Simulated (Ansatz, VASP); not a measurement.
One calculation of AlN, two programs

Contents of INCAR:

```
SYSTEM = AlN
PREC = Accurate
ENCUT = 600
EDIFF = 1E-6
ISMEAR = 0
SIGMA = 0.05
LREAL = .FALSE.
LASPH = .TRUE.
NELM = 120
ALGO = Normal
ISIF = 2
LWAVE = .FALSE.
LCHARG = .TRUE.
GGA = CA
LELF = .TRUE.
LVHAR = .TRUE.
NBANDS = 16
GGA_COMPAT = .FALSE.
```

Contents of KPOINTS:

```
regular mesh
0
G
  9 9 6
  0 0 0
```

The input POSCAR:

```
AlN
1.0
    3.3617974779      0.0000000000      0.0000000000
   -1.6808987390      2.9114020183      0.0000000000
    0.0000000000      0.0000000000      4.0619361100
Al N
2 2
Direct
    0.3333333333      0.6666666667      0.7500000000
    0.6666666667      0.3333333333      0.2500000000
    0.3333333333      0.6666666667      0.2500000000
    0.6666666667      0.3333333333      0.7500000000
```

Input for Ansatz:

```yaml
crystal:
  lattice:
    - [3.3617974779, 0.0, 0.0]
    - [-1.680898739, 2.9114020183, 0.0]
    - [0.0, 0.0, 4.06193611]
  atoms:
    - { symbol: Al, position: [0.3333333333, 0.6666666667, 0.75] }
    - { symbol: Al, position: [0.6666666667, 0.3333333333, 0.25] }
    - { symbol: "N", position: [0.3333333333, 0.6666666667, 0.25] }
    - { symbol: "N", position: [0.6666666667, 0.3333333333, 0.75] }
basis:
  ecutwfc: 420
kpoints:
  mp_grid: { grid: [9, 9, 6] }
hamiltonian:
  xc: lda
scf:
  occupations: { method: gaussian, width: 0.05 }
output:
  forces: true
  stress: true
  eigenvalues: true
```

Change from the starting cell: strain +0.015 along x and y, -0.030 along z, atoms carried along.

Alike in both runs: task single point; functional LDA; k mesh 9 × 9 × 6; occupations gaussian, width 0.05 eV; no spin polarisation.

|  | VASP | Ansatz |
| --- | --- | --- |
| version | VASP 6.6.1 | Ansatz 0.2.0 |
| potentials or method | VASP PAW LDA potentials, release 64 (Al, N), cutoff 600 eV | scalar-relativistic, plane waves, PAW |
| valence electrons in the cell | 16 | 16 |

```tsv
	VASP	Ansatz	Ansatz less VASP
gap on the k mesh at the Fermi level (eV)	3.42	3.41	-0.007
least direct gap on the mesh (eV)	3.42	3.41	-0.007
pressure (GPa)	-8.7	-9.1	-0.40
traceless stress, the component that is largest in VASP (GPa)	5.06	5.07	+0.014
```

LDA's correlation is that of Perdew and Zunger in VASP and of Perdew and Wang (1992) in Ansatz.
